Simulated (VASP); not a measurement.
Set up this calculation in VASP 6.6.1, as the native input.

* Task: single point
* Functional: r2SCAN
* Dispersion: D4
* Potentials or basis: VASP PAW PBE potentials, release 64 (In_d, P)
* Cutoff: 520 eV
* k mesh: 8 × 8 × 8
* Occupations: fermi-dirac, width 0.05 eV
* Spin: no spin polarisation
* Dipole correction: no
* Further INCAR settings: ALGO = Normal; EDIFF = 1e-07; NBANDS = 16

The system is InP.

```
In P
1.0
     0.00000    2.89089    2.89089
     2.89089    0.00000    2.89089
     2.89089    2.89089    0.00000
In P
1 1
Direct
  0.00000 0.00000 0.00000
  0.75000 0.75000 0.75000
```

These files were run (other wordings do the same):

POSCAR

```
InP
1.0
    0.0000000000      2.8908937935      2.8908937935
    2.8908937935      0.0000000000      2.8908937935
    2.8908937935      2.8908937935      0.0000000000
In P
1 1
Direct
    0.0000000000      0.0000000000      0.0000000000
    0.7500000000      0.7500000000      0.7500000000
```

INCAR.step1

```
SYSTEM = InP
PREC = Accurate
ENCUT = 520
ISMEAR = -1
SIGMA = 0.05
LREAL = .FALSE.
LASPH = .TRUE.
NELM = 100
NBANDS = 16
GGA = PE
ALGO = Normal
EDIFF = 1E-4
LWAVE = .TRUE.
LCHARG = .FALSE.
```

INCAR.step2

```
SYSTEM = InP
PREC = Accurate
ENCUT = 520
EDIFF = 1E-7
ISMEAR = -1
SIGMA = 0.05
LREAL = .FALSE.
LASPH = .TRUE.
NELM = 100
ALGO = Normal
ISIF = 2
LWAVE = .FALSE.
LCHARG = .FALSE.
METAGGA = R2SCAN
LMIXTAU = .TRUE.
IVDW = 13
VDW_S6 = 1.0
VDW_S8 = 0.6018749
VDW_A1 = 0.51559235
VDW_A2 = 5.77342911
NBANDS = 16
ISTART = 1
```

KPOINTS

```
regular mesh
0
G
  8 8 8
  0 0 0
```

Potentials or basis: VASP PAW PBE potentials, release 64 (In_d, P).

Run with:

```sh
$ cat potpaw_PBE.64/In_d/POTCAR potpaw_PBE.64/P/POTCAR > POTCAR
$ cp INCAR.step1 INCAR
$ mpirun -np 1 vasp_std > vasp.out
$ cp INCAR.step2 INCAR
$ mpirun -np 1 vasp_std > vasp.out
```

It gave:

| Item | Value |
| --- | --- |
| Pressure | 4.2 GPa |
| Band gap on the k mesh | 1.41 eV, direct |
| Dispersion energy per atom | -0.124 eV |

Caveat: the PAW data sets were made with another functional, which shifts forces and pressure a little; spin-orbit coupling is left out, which moves the levels of the heavy elements.

It took 91 s on 1 thread of AMD EPYC 7R13 Processor (Zen 3), on a shared host, peak memory 0.15 GiB.
